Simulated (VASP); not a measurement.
Set up this calculation in VASP 6.6.1, as the native input.

* Task: single point
* Functional: PBEsol
* Potentials or basis: VASP PAW PBE potentials, release 64 (Mn_sv, O)
* Cutoff: 600 eV
* k mesh: 7 × 7 × 7
* Occupations: fermi-dirac, width 0.03 eV
* Spin: collinear spin, ferromagnetic start
* Starting moments: [5.83, 0.0] μB
* Fixed moment: 5.83 μB
* Dipole correction: no
* Second run: valence_matched
* Further INCAR settings: ALGO = Normal; EDIFF = 1e-06; NBANDS = 22

The structure of MnO lies in POSCAR:

```
MnO
1.0
    0.0000000000      2.2220000000      2.2220000000
    2.2220000000      0.0000000000      2.2220000000
    2.2220000000      2.2220000000      0.0000000000
Mn O
1 1
Direct
    0.0000000000      0.0000000000      0.0000000000
    0.5000000000      0.5000000000      0.5000000000
```

One way to write it, as run:

INCAR

```
ALGO = Normal
EDIFF = 1E-6
ENCUT = 600
GGA = PS
GGA_COMPAT = F
ISIF = 2
ISMEAR = -1
ISPIN = 2
LASPH = T
LCHARG = F
LMAXMIX = 4
LORBIT = 11
LREAL = F
LWAVE = F
MAGMOM = 5.83 0
NBANDS = 22
NELM = 200
NUPDOWN = 5.83
PREC = Accurate
SIGMA = 0.03
```

KPOINTS

```
k-points
0
Gamma
  7 7 7
```

Potentials or basis: VASP PAW PBE potentials, release 64 (Mn_sv, O).

Command:

```console
$ cat potpaw_PBE.64/Mn_sv/POTCAR potpaw_PBE.64/O/POTCAR > POTCAR
$ mpirun -np 1 vasp_std > vasp.out
```

Results of the run:

| Quantity | Value |
| --- | --- |
| Pressure | 24.2 GPa |
| Net moment | 5.83 μB per cell |
| Site moments | Mn +4.36; O +0.69 μB |
| Valence electrons inside the program's atomic spheres | Mn 12.81; O 4.91 |

Caveat: the PAW data sets were made with another functional, which shifts forces and pressure a little; the total moment is fixed, so each spin has its own Fermi level; a cell with one magnetic atom can't hold antiferromagnetic order, which such compounds often take.

Run time: 27 s on 1 thread of Intel(R) Xeon(R) Platinum 8375C CPU @ 2.90GHz (Ice Lake), with other jobs on the host, peak memory 0.17 GiB.
